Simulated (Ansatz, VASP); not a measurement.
**In in VASP and in Ansatz**

The input INCAR:

```
SYSTEM = In
  ALGO = Fast
  EDIFF = 1E-6
  ENCUT = 520
  GGA = PE
  ISIF = 2
  ISMEAR = 0
  LASPH = .TRUE.
  LCHARG = .TRUE.
  LELF = .TRUE.
  LREAL = .FALSE.
  LVHAR = .TRUE.
  LWAVE = .FALSE.
  NBANDS = 12
  NELM = 100
  PREC = Accurate
  SIGMA = 0.15
```

The input KPOINTS:

```
k-points
0
G
  20 20 20
  0 0 0
```

Contents of POSCAR:

```
In
1.0
   -1.5773655000      1.5773655000      2.3997315000
    1.5773655000     -1.5773655000      2.3997315000
    1.5773655000      1.5773655000     -2.3997315000
In
1
Direct
    0.0000000000      0.0000000000      0.0000000000
```

Input for Ansatz:

```yaml
crystal:
  lattice:
    - [-1.5773655, 1.5773655, 2.3997315]
    - [1.5773655, -1.5773655, 2.3997315]
    - [1.5773655, 1.5773655, -2.3997315]
  atoms:
    - { symbol: In, position: [0.0, 0.0, 0.0] }
basis:
  ecutwfc: 420
kpoints:
  mp_grid: { grid: [20, 20, 20] }
hamiltonian:
  xc: pbe
scf:
  occupations: { method: gaussian, width: 0.15 }
output:
  forces: true
  stress: true
  eigenvalues: true
```

Change from the starting cell: strain -0.030 along x and y, -0.030 along z, atoms carried along.

Alike in both runs: task single point; functional PBE; k mesh 20 × 20 × 20; occupations gaussian, width 0.15 eV; no spin polarisation.

```csv
,VASP,Ansatz
version,VASP 6.6.1,Ansatz 0.2.0
potentials or method,"VASP PAW PBE potentials, release 64 (In_d), cutoff 520 eV","scalar-relativistic, plane waves, PAW"
valence electrons in the cell,13,13
```

Ansatz gave:

| Quantity | Value |
| --- | --- |
| gap on the k mesh at the Fermi level (eV) | none |
| pressure (GPa) | 7.2 |
| traceless stress, the component that is largest in VASP (GPa) | -0.14 |

Problem. Estimate VASP's values.

Solution. gap on the k mesh at the Fermi level (eV): none; pressure (GPa): 7.2; traceless stress, the component that is largest in VASP (GPa): -0.15.

A gap of «none» marks a metal or a gap that the smearing closes.
